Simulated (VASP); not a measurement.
The system is HfO2 (fluorite type).

```
CELL_PARAMETERS angstrom
0.00000 2.46621 2.46621
2.46621 0.00000 2.46621
2.46621 2.46621 0.00000
ATOMIC_POSITIONS crystal
Hf 0.00000 0.00000 0.00000
O 0.25000 0.25000 0.25000
O 0.75000 0.75000 0.75000
```

| Item | Value |
| --- | --- |
| Program | VASP 6.6.1 |
| Task | relaxation of cell and atoms |
| Functional | PBE |
| Potentials or basis | VASP PAW PBE potentials, release 64 (Hf_pv, O) |
| Cutoff | 600 eV |
| k mesh | 11 × 11 × 11 |
| Occupations | fermi-dirac, width 0.05 eV |
| Spin | no spin polarisation |

At the start: pressure 25.1 GPa; volume 10.00 Å³/atom.

Question: How do energy, volume and symmetry change on relaxing?

Answer: Over 17 steps the energy falls by 63.2 meV/atom and the volume is 10.87 Å³/atom (+8.7 %); space group Fm-3m (No. 225, to 0.05 Å).

Step by step:
| step | energy change (eV) | largest force (eV/Å) | pressure (GPa) | volume (Å³) |
| --- | --- | --- | --- | --- |
| 1 | 0.0000 | 0.0000 | 25.06 | 30.00 |
| 2 | 0.2298 | 0.0000 | -25.41 | 37.32 |
| 3 | -0.1894 | 0.0000 | -0.76 | 32.71 |
| 4 | -0.1896 | 0.0000 | -0.11 | 32.62 |
| 5 | -0.1896 | 0.0000 | 0.31 | 32.57 |
| 6 | -0.1896 | 0.0000 | 0.32 | 32.57 |
| 7 | -0.1896 | 0.0000 | 0.30 | 32.58 |
| 8 | -0.1896 | 0.0000 | 0.28 | 32.58 |
| 9 | -0.1896 | 0.0000 | 0.28 | 32.58 |
| 10 | -0.1896 | 0.0000 | 0.28 | 32.58 |
| 11 | -0.1896 | 0.0000 | 0.28 | 32.58 |
| 12 | -0.1896 | 0.0000 | 0.28 | 32.58 |
| 13 | -0.1896 | 0.0000 | 0.28 | 32.58 |
| 14 | -0.1896 | 0.0000 | 0.27 | 32.58 |
| 15 | -0.1896 | 0.0000 | 0.24 | 32.59 |
| 16 | -0.1896 | 0.0000 | 0.13 | 32.60 |
| 17 | -0.1896 | 0.0000 | -0.02 | 32.61 |

Final structure:
```cif
data_structure
_symmetry_space_group_name_H-M 'P 1'
_symmetry_Int_Tables_number 1
_cell_length_a 3.5863
_cell_length_b 3.5863
_cell_length_c 3.5863
_cell_angle_alpha 60.000
_cell_angle_beta 60.000
_cell_angle_gamma 60.000
_cell_volume 32.61
loop_
_atom_site_label
_atom_site_type_symbol
_atom_site_fract_x
_atom_site_fract_y
_atom_site_fract_z
_atom_site_occupancy
Hf1 Hf 0.00000 0.00000 0.00000 1
O1 O 0.25000 0.25000 0.25000 1
O2 O 0.75000 0.75000 0.75000 1
```
